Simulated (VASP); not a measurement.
# W16C (a cell with a defect) in VASP: notebook

The runs below take W16C (a cell with a defect) through single point, with PBE.

Everything below comes from runs of VASP 6.6.1. Logs are shortened: lines on timing, memory, paths and dates and some standing lists are left out, and cuts for length are marked.

### Step 1. The cell of the first run

The cell holds a defect, 17 atoms: a = 6.320 Å, b = 6.320 Å, c = 6.320 Å, α = 90.00°, β = 90.00°, γ = 90.00°.

### Step 2. Single point, PBE

INCAR

```
ALGO = Normal
EDIFF = 1E-6
ENCUT = 520
GGA = PE
GGA_COMPAT = F
ISIF = 2
ISMEAR = 0
LASPH = T
LCHARG = F
LREAL = F
LWAVE = F
NBANDS = 128
NELM = 120
PREC = Accurate
SIGMA = 0.05
```

KPOINTS

```
k-points
0
Gamma
  3 3 3
```

POSCAR

```
W16C
1.0
    6.3200000000      0.0000000000      0.0000000000
    0.0000000000      6.3200000000      0.0000000000
    0.0000000000      0.0000000000      6.3200000000
W C
16 1
Direct
    0.0048292722     -0.0037746835     -0.0045125000
    0.4958944620     -0.0015564873     -0.0045099684
    0.0048185127      0.5035183544     -0.0044762658
    0.0051552215     -0.0393511076      0.4954973101
    0.2511908228      0.2500503165      0.2484272152
    0.4959398734      0.5013754747     -0.0044799051
    0.5019321203      0.0001596519      0.4955352848
    0.7469031646      0.2498094937      0.2261693038
    0.0053814873      0.5394738924      0.4955792722
    0.2645759494      0.7499746835      0.2403666139
    0.2512194620      0.2500509494      0.7426748418
    0.5020960443      0.4995944620      0.4955514241
    0.7491025316      0.7498731013      0.2387947785
    0.7469313291      0.2499050633      0.7647528481
    0.2645693038      0.7500004747      0.7506854430
    0.7490857595      0.7499314873      0.7521661392
    0.9182799051      0.2501830696      0.4954530063
```

Potentials or basis: VASP PAW PBE potentials, release 64 (W_sv, C).

On the command line:

```console
$ cat potpaw_PBE.64/W_sv/POTCAR potpaw_PBE.64/C/POTCAR > POTCAR
$ mpirun -np 1 vasp_std > vasp.out
```

OUTCAR:

```text
EDIFF = 1E-6
   ENCUT = 520
   GGA = PE
   ISIF = 2
   ISMEAR = 0
   LASPH = T
   LREAL = F
   NELM = 120
   PREC = Accurate

 ion  position               nearest neighbor table
   1  0.005  0.996  0.995-   8 2.71  14 2.71  16 2.72  13 2.72  15 2.74  10 2.74  11 2.75   5 2.75
                             2 3.10   3 3.11   4 3.17   4 3.17   3 3.21   2 3.22
   2  0.496  0.998  0.995-  15 2.65  10 2.65   8 2.68  14 2.68  16 2.72  13 2.72  11 2.73   5 2.73
                             1 3.10   6 3.14   7 3.16   7 3.16   6 3.18   1 3.22
   3  0.005  0.504  0.996-  14 2.71   8 2.71  13 2.72  16 2.72  10 2.74  15 2.74  11 2.75   5 2.75
                             6 3.10   1 3.11   9 3.17   9 3.17   1 3.21   6 3.22
   4  0.005  0.961  0.495-  17 1.91  16 2.65  13 2.65  10 2.66  15 2.66   9 2.66   5 2.86  11 2.86
                             8 2.98  14 2.98   7 3.15   1 3.17   1 3.17   7 3.19
   5  0.251  0.250  0.248-  17 2.62  12 2.73   7 2.73   6 2.73   2 2.73   3 2.75   1 2.75   9 2.86
                             4 2.86  11 3.12   8 3.14  10 3.16  10 3.16   8 3.19  11 3.20
   6  0.496  0.501  0.996-  10 2.65  15 2.65   8 2.68  14 2.68  13 2.72  16 2.72  11 2.73   5 2.73
                             3 3.10   2 3.14  12 3.16  12 3.16   2 3.18   3 3.22
   7  0.502  0.000  0.496-  15 2.71  10 2.71   5 2.73  11 2.73  16 2.75  13 2.75  14 2.79   8 2.79
                             4 3.15  12 3.16   2 3.16   2 3.16  12 3.16   4 3.19
   8  0.747  0.250  0.226-  17 2.02   2 2.68   6 2.68   1 2.71   3 2.71  12 2.79   7 2.79  14 2.92
                             4 2.98   9 2.99   5 3.14  13 3.16  13 3.16   5 3.19  14 3.40
   9  0.005  0.539  0.496-  17 1.91  16 2.65  13 2.65  15 2.66  10 2.66   4 2.66  11 2.86   5 2.86
                            14 2.99   8 2.99  12 3.15   3 3.17   3 3.17  12 3.19
  10  0.265  0.750  0.240-   2 2.65   6 2.65   9 2.66   4 2.66   7 2.71  12 2.71   1 2.74   3 2.74
                            13 3.06  15 3.09   5 3.16   5 3.16  15 3.23  13 3.26
  11  0.251  0.250  0.743-  17 2.62  12 2.73   7 2.73   6 2.73   2 2.73   3 2.75   1 2.75   9 2.86
                             4 2.86   5 3.12  14 3.14  15 3.16  15 3.16  14 3.19   5 3.20
  12  0.502  0.500  0.496-  15 2.71  10 2.71  11 2.73   5 2.73  16 2.75  13 2.75  14 2.79   8 2.79
                             9 3.15   7 3.16   6 3.16   6 3.16   7 3.16   9 3.19
  13  0.749  0.750  0.239-   9 2.65   4 2.65   6 2.72   2 2.72   3 2.72   1 2.72  12 2.75   7 2.75
                            10 3.06  16 3.08   8 3.16   8 3.16  16 3.24  10 3.26
  14  0.747  0.250  0.765-  17 2.02   6 2.68   2 2.68   3 2.71   1 2.71  12 2.79   7 2.79   8 2.92
                             4 2.98   9 2.99  11 3.14  16 3.16  16 3.16  11 3.19   8 3.40
  15  0.265  0.750  0.751-   2 2.65   6 2.65   9 2.66   4 2.66   7 2.71  12 2.71   1 2.74   3 2.74
                            16 3.06  10 3.09  11 3.16  11 3.16  10 3.23  16 3.26
  16  0.749  0.750  0.752-   9 2.65   4 2.65   2 2.72   6 2.72   1 2.72   3 2.72  12 2.75   7 2.75
                            15 3.06  13 3.08  14 3.16  14 3.16  13 3.24  15 3.26
  17  0.918  0.250  0.495-   9 1.91   4 1.91  14 2.02   8 2.02   5 2.62  11 2.62

  LATTYP: Found a simple cubic cell.
 ALAT       =     6.3200000000

  Lattice vectors:

 A1 = (   6.3200000000,   0.0000000000,   0.0000000000)
[... 167 lines left out ...]
     AMIX     =   0.40;   BMIX     =  1.00
     AMIX_MAG =   1.60;   BMIX_MAG =  1.00
  volume/ion in A,a.u.               =      14.85       100.21
  Fermi-wavevector in a.u.,A,eV,Ry     =   1.582472  2.990438 34.071949  2.504218
  Thomas-Fermi vector in A             =   2.682390
   LORBIT       =      0    0 simple, 1 ext, 2 COOP (PROOUT), +10 PAW based schemes
   GGA     = PE    functional components
   LHFCALC =     F    Hartree Fock is set to
   AEXX    =    0.0000 exact exchange contribution
   IVDW    =     0    specifies the selected vdW correction
   LEPSILON=     F    determine dielectric tensor
   LRPA    =     F    only Hartree local field effects (RPA)
 non-spin polarized calculation
 Gauss-broadening in eV      SIGMA  =   0.05
  energy-cutoff  :      520.00
  volume of cell :      252.44
 maximum number of plane-waves:      6859
   NGX = 23   NGY = 23   NGZ = 23

 number of electron     228.0000004 magnetization

 Free energy of the ion-electron system (eV)
  ---------------------------------------------------
  ext. energy  EPLUGINS =         0.00000000
  ---------------------------------------------------
  free energy    TOTEN  =      -212.45851592 eV

  energy without entropy =     -212.44813214  energy(sigma->0) =     -212.45332403

 E-fermi :  11.8691     XC(G=0): -13.7733

 val. band max:       11.8399390933   @ k =   0.0000   0.3333   0.3333
 cond. band min:      11.8713780085   @ k =  -0.3333   0.0000   0.3333
 fundamental gap:      0.0314389152
 Fermi energy:        11.8691262135

 k-point     1 :       0.0000    0.0000    0.0000
  band No.  band energies     occupation
      1     -62.3557      2.00000
      2     -62.3034      2.00000
      3     -62.3000      2.00000
      4     -62.2803      2.00000
      5     -62.2225      2.00000
      6     -62.1788      2.00000
[... 1795 lines left out ...]
    125      13.7338      0.00000
    126      13.8275      0.00000
 [bands above 126 left out]

------------------------ aborting loop because EDIFF is reached ----------------------------------------

  FORCE on cell =-STRESS in cart. coord.  units (eV):
  Direction    XX          YY          ZZ          XY          YZ          ZX
  --------------------------------------------------------------------------------------
  -------------------------------------------------------------------------------------
  Total       22.9741587     40.9942327     30.8553747      0.0436349      0.0073171      0.0014884
  in kB      145.8139127    260.1849129    195.8349369      0.2769448      0.0464405      0.0094466
  external PRESSURE =     200.6112542 kB  Pullay stress =       0.0000000 kB

 VOLUME and BASIS-vectors are now :
 -----------------------------------------------------------------------------
  energy-cutoff  :      520.00
  volume of cell :      252.44
      direct lattice vectors                 reciprocal lattice vectors
     6.320000000  0.000000000  0.000000000     0.158227848  0.000000000  0.000000000
     0.000000000  6.320000000  0.000000000     0.000000000  0.158227848  0.000000000
     0.000000000  0.000000000  6.320000000     0.000000000  0.000000000  0.158227848

 POSITION                                       TOTAL-FORCE (eV/Angst)
 -----------------------------------------------------------------------------------
      0.03052      6.29614      6.29148        -0.170795      0.074089      0.001215
      3.13405      6.31016      6.29150         0.080266      0.096424      0.002626
      0.03045      3.18224      6.29171        -0.171369     -0.060820     -0.000446
      0.03258      6.07130      3.13154        -0.140270     -0.479276      0.000451
      1.58753      1.58032      1.57006        -0.213121     -0.011965      0.048474
      3.13434      3.16869      6.29169         0.077733     -0.092778      0.000101
[... 9 lines left out ...]
      4.73422      4.73957      4.75369        -0.187473      0.002059      0.091580
      5.80353      1.58116      3.13126         2.277449     -0.022929     -0.000963
 -----------------------------------------------------------------------------------
    total drift:                               -0.000141     -0.000015     -0.000109

  FREE ENERGIE OF THE ION-ELECTRON SYSTEM (eV)
  ---------------------------------------------------
  free  energy   TOTEN  =      -212.4585159186 eV

  energy  without entropy=     -212.4481321370  energy(sigma->0) =     -212.45332403
```

stdout:

```text
POSCAR found type information on POSCAR W C
 POSCAR found :  2 types and      17 ions
 scaLAPACK will be used
 -----------------------------------------------------------------------------
|                                                                             |
|                                                                             |
|     You have a (more or less) 'large supercell' and for larger cells it     |
|     might be more efficient to use real-space projection operators.         |
|     Therefore, try LREAL= Auto in the INCAR file.                           |
|     Mind: For very accurate calculation, you might also keep the            |
|     reciprocal projection scheme (i.e. LREAL=.FALSE.).                      |
|                                                                             |
 -----------------------------------------------------------------------------

 LDA part: xc-table for (Slater+PW92), standard interpolation
 POSCAR, INCAR and KPOINTS ok, starting setup
 FFT: planning ... GRIDC
 FFT: planning ... GRID_SOFT
 FFT: planning ... GRID
 WAVECAR not read
 entering main loop
```

Wall time 13 min (1 thread of Intel Xeon Platinum 8259CL at 2.50GHz (Skylake/Cascade Lake), shared host); peak memory 0.49 GiB.

Results:

- Free energy: -212.4585 eV
- Pressure: 20.1 GPa
- Largest force: 2.278 eV/Å
- Band gap on the k mesh: zero (bands 114 and 115 overlap by 0.32 eV)

Forces in eV/Å, atoms in the order of the input:
```
W   -0.171  0.074  0.001
W    0.080  0.096  0.003
W   -0.171 -0.061  0.000
W   -0.140 -0.479  0.000
W   -0.213 -0.012  0.048
W    0.078 -0.093  0.000
W   -0.182 -0.067 -0.004
W   -0.286  0.006  0.695
W   -0.151  0.487 -0.005
W   -0.028  0.001 -0.134
W   -0.213 -0.012 -0.051
W   -0.192  0.077 -0.004
W   -0.187  0.004 -0.085
W   -0.287 -0.001 -0.690
W   -0.026 -0.001  0.134
W   -0.187  0.002  0.092
C    2.277 -0.023 -0.001
```

Levels at points of the mesh, in eV from the Fermi level:
| k point | band 111 | band 112 | band 113 | band 114 | band 115 | band 116 | band 117 | band 118 |
| --- | --- | --- | --- | --- | --- | --- | --- | --- |
| (0.00, 0.00, 0.00) | -0.58 | -0.48 | -0.37 | 0.22 | 0.29 | 0.42 | 0.56 | 0.58 |

Caveat: spin-orbit coupling is left out, which moves the levels of the heavy elements.

### Step 3. Single point, PBE

INCAR

```
PREC = Accurate
ENCUT = 520
EDIFF = 1E-6
ISMEAR = 0
SIGMA = 0.05
LREAL = F
LASPH = T
NELM = 120
ALGO = Normal
ISIF = 2
LWAVE = F
LCHARG = F
GGA = PE
NBANDS = 128
GGA_COMPAT = F
```

KPOINTS

```
regular mesh
0
Gamma
  3 3 3
```

POSCAR

```
W16C
1.0
    6.3200000000      0.0000000000      0.0000000000
    0.0000000000      6.3200000000      0.0000000000
    0.0000000000      0.0000000000      6.3200000000
W C
16 1
Direct
    0.0114878165     -0.0090324367     -0.0008718354
    0.4934772152     -0.0082712025     -0.0008469937
    0.0114780063      0.5078390823     -0.0008098101
    0.0093226266     -0.0082481013      0.4991405063
    0.2567876582      0.2496031646      0.2481291139
    0.4935625000      0.5071031646     -0.0008202532
    0.5094800633      0.0025802215      0.4991974684
    0.7543958861      0.2493756329      0.2038424051
    0.0094384494      0.5072071203      0.4991974684
    0.2589780063      0.7494946203      0.2505223101
    0.2567693038      0.2496117089      0.7502033228
    0.5096833861      0.4963332278      0.4992004747
    0.7543697785      0.7493974684      0.2462615506
    0.7543887658      0.2494414557      0.7944843354
    0.2589566456      0.7495006329      0.7478115506
    0.7543689873      0.7494238924      0.7520550633
    0.7982621835      0.2496981013      0.4991870253
```

Potentials or basis: VASP PAW PBE potentials, release 64 (W_sv, C).

On the command line:

```console
$ cat potpaw_PBE.64/W_sv/POTCAR potpaw_PBE.64/C/POTCAR > POTCAR
$ mpirun -np 1 vasp_std > vasp.out
```

Wall time 18 min (1 thread of Intel Xeon 8259CL, shared host); peak memory 0.5 GiB.

It converged, with:

```yaml
Free_energy: -213.2463 eV
Pressure: 19.2 GPa
Largest_force: 2.034 eV/Å
Band_gap_on_the_k_mesh: zero (bands 114 and 115 overlap by 0.67 eV)
```

Forces in eV/Å, atoms in the order of the input:
```
W    0.228 -0.102  0.003
W    0.111 -0.128  0.002
W    0.230  0.111  0.000
W    0.019  0.588  0.001
W    0.129 -0.015 -0.091
W    0.104  0.137  0.000
W    0.220  0.023 -0.003
W    0.184  0.001 -0.311
W    0.022 -0.578 -0.003
W   -0.041  0.002  0.164
W    0.130 -0.015  0.092
W    0.210 -0.023 -0.004
W    0.171  0.009  0.068
W    0.184 -0.004  0.319
W   -0.039  0.001 -0.163
W    0.171  0.007 -0.066
C   -2.034 -0.014 -0.008
```

Stress tensor (GPa, compression positive):
```
14.62  0.01  0.00
 0.01 15.70  0.00
 0.00  0.00 27.25
```

Levels at points of the mesh, in eV from the Fermi level:
| k point | band 110 | band 111 | band 112 | band 113 | band 114 | band 115 | band 116 | band 117 | band 118 | band 119 |
| --- | --- | --- | --- | --- | --- | --- | --- | --- | --- | --- |
| (0.00, 0.00, 0.00) | -0.61 | -0.55 | -0.54 | -0.51 | 0.08 | 0.37 | 0.43 | 0.51 | 0.53 | 0.53 |

Caveat: spin-orbit coupling is left out, which moves the levels of the heavy elements.

### Step 4. Single point, PBE

INCAR

```
SYSTEM = W16C
PREC = Accurate
ENCUT = 520
EDIFF = 1E-6
ISMEAR = 0
SIGMA = 0.05
LREAL = .False.
LASPH = .True.
NELM = 120
ALGO = Normal
ISIF = 2
LWAVE = .False.
LCHARG = .True.
GGA = PE
LELF = .True.
LVHAR = .True.
NBANDS = 128
GGA_COMPAT = .False.
```

KPOINTS

```
regular mesh
0
Gamma
  3 3 3
  0 0 0
```

POSCAR

```
W16C
1.0
    6.3200000000      0.0000000000      0.0000000000
    0.0000000000      6.3200000000      0.0000000000
    0.0000000000      0.0000000000      6.3200000000
W C
16 1
Direct
    0.0082746835     -0.0069530063     -0.0020832278
    0.4925256329     -0.0056107595     -0.0020886076
    0.0082240506      0.5060835443     -0.0020289557
    0.0101466772     -0.0194950949      0.4979496835
    0.2554416139      0.2497756329      0.2484528481
    0.4926594937      0.5047256329     -0.0020634494
    0.5060791139      0.0022243671      0.4979816456
    0.7519419304      0.2495147152      0.2085243671
    0.0104387658      0.5189284810      0.4980295886
    0.2613243671      0.7496291139      0.2465268987
    0.2554128165      0.2497825949      0.7474382911
    0.5064628165      0.4969115506      0.4979840190
    0.7525887658      0.7495715190      0.2440356013
    0.7519049051      0.2496014241      0.7873254747
    0.2613180380      0.7496431962      0.7494197785
    0.7525974684      0.7496011076      0.7518098101
    0.8387656646      0.2498438291      0.4979332278
```

On the command line:

```console
$ cat potpaw_PBE.64/W_sv/POTCAR potpaw_PBE.64/C/POTCAR > POTCAR
$ mpirun -np 1 vasp_std > vasp.out
```

Run time: 5.8 min. Hardware: 1 thread of Intel Xeon 6975P-C (Granite Rapids), shared host; peak memory 0.49 GiB.

The run converged. Its results:

```
Free energy            : -212.4626 eV
Pressure               : 20.1 GPa
Largest force          : 2.283 eV/Å
Band gap on the k mesh : zero (bands 114 and 115 overlap by 0.32 eV)
```

Forces in eV/Å, atoms in the order of the input:
```
W    0.185 -0.097  0.003
W    0.048 -0.129  0.006
W    0.190  0.108  0.001
W    0.303  0.683 -0.001
W    0.173 -0.017 -0.094
W    0.037  0.140  0.005
W    0.210  0.068 -0.005
W    0.149 -0.001 -0.494
W    0.291 -0.690 -0.007
W   -0.076  0.005  0.095
W    0.175 -0.017  0.096
W    0.194 -0.066 -0.006
W    0.164  0.007  0.096
W    0.153 -0.007  0.499
W   -0.076  0.004 -0.098
W    0.163  0.006 -0.091
C   -2.283  0.001 -0.003
```

Stress tensor (GPa, compression positive):
```
14.59  0.02  0.00
 0.02 19.55  0.00
 0.00  0.00 26.03
```

Levels at points of the mesh, in eV from the Fermi level:
```tsv
k point	band 111	band 112	band 113	band 114	band 115	band 116	band 117	band 118
(0.00, 0.00, 0.00)	-0.58	-0.48	-0.38	0.22	0.29	0.42	0.56	0.58
```

Caveat: spin-orbit coupling is left out, which moves the levels of the heavy elements.

### Step 5. Overview

| cell | gap on the mesh (eV) | pressure (GPa) | largest force (eV/Å) |
| --- | --- | --- | --- |
| as given, atomic positions A | none | 20.1 | 2.28 |
| as given, atomic positions B | none | 19.2 | 2.03 |
| as given, atomic positions C | none | 20.1 | 2.28 |

Alike in all rows: task single point; level PBE; potentials or basis VASP PAW PBE potentials, release 64 (W_sv, C); no spin polarisation; k mesh 3 × 3 × 3; cutoff (eV) 520; smearing gaussian 0.05 eV.

Caveats: spin-orbit coupling is left out, which moves the levels of the heavy elements.

Total energies depend on the potentials used, so only differences within one code and one set of settings carry meaning.
